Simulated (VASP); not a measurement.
# InSe (P6_3/mmc) in VASP: electric field gradients with PBEsol

Aim: the electric field gradients of InSe with PBEsol.

Program: VASP 6.6.1. These are calculated values, not measurements. Logs are shortened: lines on timing, memory, paths and dates and some standing lists are left out, and cuts for length are marked.

## (1) The cell of the first run

The structure is hexagonal, space group P6_3/mmc (No. 194). Conventional cell: a = 4.006 Å, b = 4.006 Å, c = 17.002 Å, α = 90.00°, β = 90.00°, γ = 120.00°. Within 3.5 Å of In (site symmetry 3m) lie 3 Se at 2.64 Å and 1 In at 2.78 Å. Within 3.5 Å of Se (site symmetry 3m) lie 3 In at 2.64 Å.

## (2) Electric field gradients, PBEsol

Input file INCAR:

```
SYSTEM = InSe
PREC = Accurate
ENCUT = 400
EDIFF = 1E-8
ISMEAR = 0
SIGMA = 0.01
LREAL = .False.
LASPH = .True.
NELM = 120
ALGO = Normal
ISIF = 2
LWAVE = .False.
LCHARG = .False.
GGA = PS
LEFG = .True.
NBANDS = 48
GGA_COMPAT = .False.
```

Input file KPOINTS:

```
Automatic mesh
0
Gamma
  12 12 2
  0 0 0
```

Input file POSCAR:

```
InSe
1.0
    4.0058502240      0.0000000000      0.0000000000
   -2.0029251120      3.4691680578      0.0000000000
    0.0000000000      0.0000000000     17.0021648449
In Se
4 4
Direct
    0.3333333333      0.6666666667      0.1683452185
    0.6666666667      0.3333333333      0.6683452185
    0.3333333333      0.6666666667      0.3316547815
    0.6666666667      0.3333333333      0.8316547815
    0.3333333333      0.6666666667      0.5931283659
    0.6666666667      0.3333333333      0.0931283659
    0.3333333333      0.6666666667      0.9068716341
    0.6666666667      0.3333333333      0.4068716341
```

Potentials or basis: VASP PAW PBE potentials, release 64 (In_d, Se).

Run with:

```
$ cat potpaw_PBE.64/In_d/POTCAR potpaw_PBE.64/Se/POTCAR > POTCAR
$ mpirun -np 1 vasp_std > vasp.out
```

OUTCAR:

```text
SYSTEM = InSe
   PREC = Accurate
   ENCUT = 400
   EDIFF = 1E-8
   ISMEAR = 0
   LREAL = .False.
   LASPH = .True.
   NELM = 120
   ISIF = 2
   GGA = PS

 ion  position               nearest neighbor table
   1  0.333  0.667  0.168-   6 2.64   6 2.64   6 2.64   3 2.78
   2  0.667  0.333  0.668-   5 2.64   5 2.64   5 2.64   4 2.78
   3  0.333  0.667  0.332-   8 2.64   8 2.64   8 2.64   1 2.78
   4  0.667  0.333  0.832-   7 2.64   7 2.64   7 2.64   2 2.78
   5  0.333  0.667  0.593-   2 2.64   2 2.64   2 2.64
   6  0.667  0.333  0.093-   1 2.64   1 2.64   1 2.64
   7  0.333  0.667  0.907-   4 2.64   4 2.64   4 2.64
   8  0.667  0.333  0.407-   3 2.64   3 2.64   3 2.64

  LATTYP: Found a hexagonal cell.
 ALAT       =     4.0058502240
 C/A-ratio  =     4.2443336356

  Lattice vectors:

 A1 = (   4.0058502240,   0.0000000000,   0.0000000000)
 A2 = (  -2.0029251120,   3.4691680578,   0.0000000000)
 A3 = (   0.0000000000,   0.0000000000,  17.0021648449)

Analysis of symmetry for initial positions (statically):
=====================================================================
 Subroutine PRICEL returns:
 Original cell was already a primitive cell.

 Routine SETGRP: Setting up the symmetry group for a
 hexagonal supercell.

 Subroutine GETGRP returns: Found 24 space group operations
 (whereof 12 operations were pure point group operations)
 out of a pool of 24 trial point group operations.

The static configuration has the point symmetry D_3d.
 The point group associated with its full space group is D_6h.

Analysis of symmetry for dynamics (positions and initial velocities):
=====================================================================
 Subroutine PRICEL returns:
 Original cell was already a primitive cell.

 Routine SETGRP: Setting up the symmetry group for a
 hexagonal supercell.

 Subroutine GETGRP returns: Found 24 space group operations
 (whereof 12 operations were pure point group operations)
 out of a pool of 24 trial point group operations.

The dynamic configuration has the point symmetry D_3d.
 The point group associated with its full space group is D_6h.

 Subroutine INISYM returns: Found 24 space group operations
 (whereof 12 operations are pure point group operations),
 and found     1 'primitive' translations

----------------------------------------------------------------------------------------

                                     Primitive cell

  volume of cell :     236.2785

  direct lattice vectors                    reciprocal lattice vectors
     4.005850224  0.000000000  0.000000000     0.249634895  0.144126774  0.000000000
    -2.002925112  3.469168058  0.000000000     0.000000000  0.288253548  0.000000000
     0.000000000  0.000000000 17.002164845     0.000000000  0.000000000  0.058816040

  length of vectors
     4.005850224  4.005850224 17.002164845     0.288253548  0.288253548  0.058816040

  position of ions in fractional coordinates (direct lattice)
     0.333333333  0.666666667  0.168345219
     0.666666667  0.333333333  0.668345219
     0.333333333  0.666666667  0.331654781
     0.666666667  0.333333333  0.831654781
     0.333333333  0.666666667  0.593128366
     0.666666667  0.333333333  0.093128366
     0.333333333  0.666666667  0.906871634
     0.666666667  0.333333333  0.406871634

  ion indices of the primitive-cell ions
   primitive index   ion index
                 1           1
                 2           2
                 3           3
                 4           4
                 5           5
                 6           6
                 7           7
                 8           8

----------------------------------------------------------------------------------------

 KPOINTS: Automatic mesh

Automatic generation of k-mesh.
 Grid dimensions read from file:
 generate k-points for:   12   12    2

[... 68 lines left out ...]
   NFREE  =      0    steps in history (QN), initial steepest desc. (CG)
   ISIF   =      2    stress and relaxation
   ISYM   =      2    0-nonsym 1-usesym 2-fastsym
   POTIM  = 0.5000    time-step for ionic-motion
   TEBEG  =    0.0;   TEEND  =   0.0 temperature during run
   PSTRESS=    0.0 pullay stress
   NELECT =      76.0000    total number of electrons
   NUPDOWN=      -1.0000    fix difference up-down
   EMIN   =  10.00;   EMAX   =-10.00  energy-range for DOS
   EFERMI =   0.00;   METHOD = LEGACY
   ISMEAR =     0;   SIGMA  =   0.01  broadening in eV -4-tet -1-fermi 0-gaus
   EFERMI_NEDOS =   21; number of points for ismear=-14 and -15
   IALGO  =     38    algorithm
   IMIX   =      4    mixing-type and parameters
     AMIX     =   0.40;   BMIX     =  1.00
     AMIX_MAG =   1.60;   BMIX_MAG =  1.00
  volume/ion in A,a.u.               =      29.53       199.31
  Fermi-wavevector in a.u.,A,eV,Ry     =   1.121686  2.119679 17.118569  1.258179
  Thomas-Fermi vector in A             =   2.258341
   LORBIT       =      0    0 simple, 1 ext, 2 COOP (PROOUT), +10 PAW based schemes
   GGA     = PS    functional components
   LHFCALC =     F    Hartree Fock is set to
   AEXX    =    0.0000 exact exchange contribution
   IVDW    =     0    specifies the selected vdW correction
   LEPSILON=     F    determine dielectric tensor
   LRPA    =     F    only Hartree local field effects (RPA)
 non-spin polarized calculation
 Gauss-broadening in eV      SIGMA  =   0.01
  energy-cutoff  :      400.00
  volume of cell :      236.28
 maximum number of plane-waves:      4364
 NGX is ok and might be reduce to    28
   NGX = 13   NGY = 13   NGZ = 55

 number of electron      75.9999980 magnetization

 Free energy of the ion-electron system (eV)
  ---------------------------------------------------
  ext. energy  EPLUGINS =         0.00000000
  ---------------------------------------------------
  free energy    TOTEN  =       -31.19396766 eV

  energy without entropy =      -31.19396766  energy(sigma->0) =      -31.19396766

 E-fermi :   3.8792     XC(G=0):  -9.0383

 val. band max:        3.8049081109   @ k =   0.0000   0.0000   0.0000
 cond. band min:       4.2273303613   @ k =   0.0000   0.0000   0.0000
 fundamental gap:      0.4224222504
 Fermi energy:         3.8791871991

 k-point     1 :       0.0000    0.0000    0.0000
  band No.  band energies     occupation
      1     -10.8822      2.00000
      2     -10.8818      2.00000
      3     -10.6842      2.00000
      4     -10.6842      2.00000
      5     -10.6839      2.00000
      6     -10.6839      2.00000
[... 1213 lines left out ...]
     47       8.4291      0.00000
     48       8.4291      0.00000

 [... further k-points ...]

------------------------ aborting loop because EDIFF is reached ----------------------------------------

  FORCE on cell =-STRESS in cart. coord.  units (eV):
  Direction    XX          YY          ZZ          XY          YZ          ZX
  --------------------------------------------------------------------------------------
  -------------------------------------------------------------------------------------
  Total        0.0522083      0.0522083      0.0294642      0.0000000      0.0000000      0.0000000
  in kB        0.3540183      0.3540183      0.1997931      0.0000000      0.0000000      0.0000000
  external PRESSURE =       0.3026099 kB  Pullay stress =       0.0000000 kB

 VOLUME and BASIS-vectors are now :
 -----------------------------------------------------------------------------
  energy-cutoff  :      400.00
  volume of cell :      236.28
      direct lattice vectors                 reciprocal lattice vectors
     4.005850224  0.000000000  0.000000000     0.249634895  0.144126774  0.000000000
    -2.002925112  3.469168058  0.000000000     0.000000000  0.288253548  0.000000000
     0.000000000  0.000000000 17.002164845     0.000000000  0.000000000  0.058816040

 POSITION                                       TOTAL-FORCE (eV/Angst)
 -----------------------------------------------------------------------------------
     -0.00000      2.31278      2.86223         0.000000     -0.000000      0.020026
      2.00293      1.15639     11.36332        -0.000000      0.000000      0.020026
     -0.00000      2.31278      5.63885         0.000000      0.000000     -0.020026
      2.00293      1.15639     14.13993        -0.000000      0.000000     -0.020026
     -0.00000      2.31278     10.08447        -0.000000      0.000000     -0.020315
      2.00293      1.15639      1.58338         0.000000      0.000000     -0.020315
     -0.00000      2.31278     15.41878         0.000000      0.000000      0.020315
      2.00293      1.15639      6.91770         0.000000      0.000000      0.020315
 -----------------------------------------------------------------------------------
    total drift:                               -0.000000      0.000000     -0.000000

  FREE ENERGIE OF THE ION-ELECTRON SYSTEM (eV)
  ---------------------------------------------------
  free  energy   TOTEN  =       -31.1939676620 eV

  energy  without entropy=      -31.1939676620  energy(sigma->0) =      -31.19396766

 Electric field gradients (V/A^2)
---------------------------------------------------------------------
 ion       V_xx      V_yy      V_zz      V_xy      V_xz      V_yz
---------------------------------------------------------------------
   1      54.808    54.805  -109.613    -0.003    -0.000     0.000
   2      54.808    54.805  -109.613    -0.003     0.000    -0.000
   3      54.808    54.805  -109.613    -0.003     0.000    -0.000
   4      54.808    54.805  -109.613    -0.003    -0.000     0.000
   5      31.999    32.000   -63.999     0.000     0.000    -0.000
   6      31.999    32.000   -63.999     0.000    -0.000     0.000
   7      31.999    32.000   -63.999     0.000    -0.000     0.000
   8      31.999    32.000   -63.999     0.000     0.000    -0.000
---------------------------------------------------------------------

 Electric field gradients after diagonalization (V/A^2)
 (convention: |V_zz| > |V_xx| > |V_yy|)
----------------------------------------------------------------------
 ion       V_xx      V_yy      V_zz     asymmetry (V_yy - V_xx)/ V_zz
----------------------------------------------------------------------
   1      54.810    54.803  -109.613       0.000
   2      54.810    54.803  -109.613       0.000
   3      54.810    54.803  -109.613       0.000
   4      54.810    54.803  -109.613       0.000
   5      32.000    31.999   -63.999       0.000
   6      32.000    31.999   -63.999       0.000
   7      32.000    31.999   -63.999       0.000
   8      32.000    31.999   -63.999       0.000
----------------------------------------------------------------------

           NMR quadrupolar parameters

 Cq : quadrupolar parameter    Cq=e*Q*V_zz/h
 eta: asymmetry parameters     (V_yy - V_xx)/ V_zz
 Q  : nuclear electric quadrupole moment in mb (millibarn)
----------------------------------------------------------------------
 ion       Cq(MHz)       eta       Q (mb)
----------------------------------------------------------------------
   1      -0.265       0.000       1.000
   2      -0.265       0.000       1.000
   3      -0.265       0.000       1.000
   4      -0.265       0.000       1.000
   5      -0.155       0.000       1.000
   6      -0.155       0.000       1.000
   7      -0.155       0.000       1.000
   8      -0.155       0.000       1.000
----------------------------------------------------------------------
```

Run time: 9.7 min. Hardware: 1 thread of Intel Xeon Platinum 8375C at 2.90GHz (Ice Lake), shared host; peak memory 0.41 GiB.

What came out:

```yaml
Free_energy: -31.1940 eV
Pressure: 0.0 GPa
Largest_force: 0.020 eV/Å
Band_gap_on_the_k_mesh: 0.42 eV, direct
```

Forces on the atoms (eV/Å):
```
In   0.000  0.000  0.020
In   0.000  0.000  0.020
In   0.000  0.000 -0.020
In   0.000  0.000 -0.020
Se   0.000  0.000 -0.020
Se   0.000  0.000 -0.020
Se   0.000  0.000  0.020
Se   0.000  0.000  0.020
```

Electric field gradients, principal values (V/Å²):
| atom | least | middle | greatest (by size) |
| --- | --- | --- | --- |
| 1 In | 54.803 | 54.810 | -109.613 |
| 2 In | 54.803 | 54.810 | -109.613 |
| 3 In | 54.803 | 54.810 | -109.613 |
| 4 In | 54.803 | 54.810 | -109.613 |
| 5 Se | 31.999 | 32.000 | -63.999 |
| 6 Se | 31.999 | 32.000 | -63.999 |
| 7 Se | 31.999 | 32.000 | -63.999 |
| 8 Se | 31.999 | 32.000 | -63.999 |

Caveat: without QUAD_EFG the Cq values of the log hold for a quadrupole moment of 1 mb, not for the nuclei; the PAW data sets were made with another functional, which shifts forces and pressure a little; spin-orbit coupling is left out, which moves the levels of the heavy elements; this functional lacks dispersion, which binds the layers, so the pressure and a relaxed spacing across them are unreliable.
